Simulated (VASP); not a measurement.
A run of VASP 6.6.1 is set up as follows.

Contents of INCAR:

```
PREC = Accurate ; ENCUT = 520
EDIFF = 1E-6 ; ISMEAR = -1
SIGMA = 0.1 ; LREAL = False
LASPH = True ; NELM = 100
ALGO = Normal ; ISIF = 2
LWAVE = False ; LCHARG = True
GGA = PS ; IVDW = 13
LELF = True ; LVHAR = True
NBANDS = 11
```

KPOINTS

```
Automatic mesh
0
Gamma
  8 8 8
```

The input POSCAR:

```
Hf
1.0
    2.8658202076      0.0000000000      0.0000000000
    0.0000000000      2.8658202076      0.0000000000
    0.0000000000      0.0000000000      2.8658202076
Hf
1
Direct
    0.0000000000      0.0000000000      0.0000000000
```

Potentials or basis: VASP PAW PBE potentials, release 64 (Hf_pv).

Launch:

```console
$ cat potpaw_PBE.64/Hf_pv/POTCAR > POTCAR
$ mpirun -np 1 vasp_std > vasp.out
```

(1) Predict the band gap on the k mesh.

(2) What does it give for the dispersion energy per atom?

(3) What does it give for the pressure?

## Answers

(1) zero (band 5 reaches 4.93 eV, above the bottom of band 6 at 2.45 eV).

(2) -0.116 eV.

(3) -0.3 GPa.

Caveat: the PAW data sets were made with another functional, which shifts forces and pressure a little; spin-orbit coupling is left out, which moves the levels of the heavy elements; pairwise dispersion overbinds metals, which lowers pressure and volume.
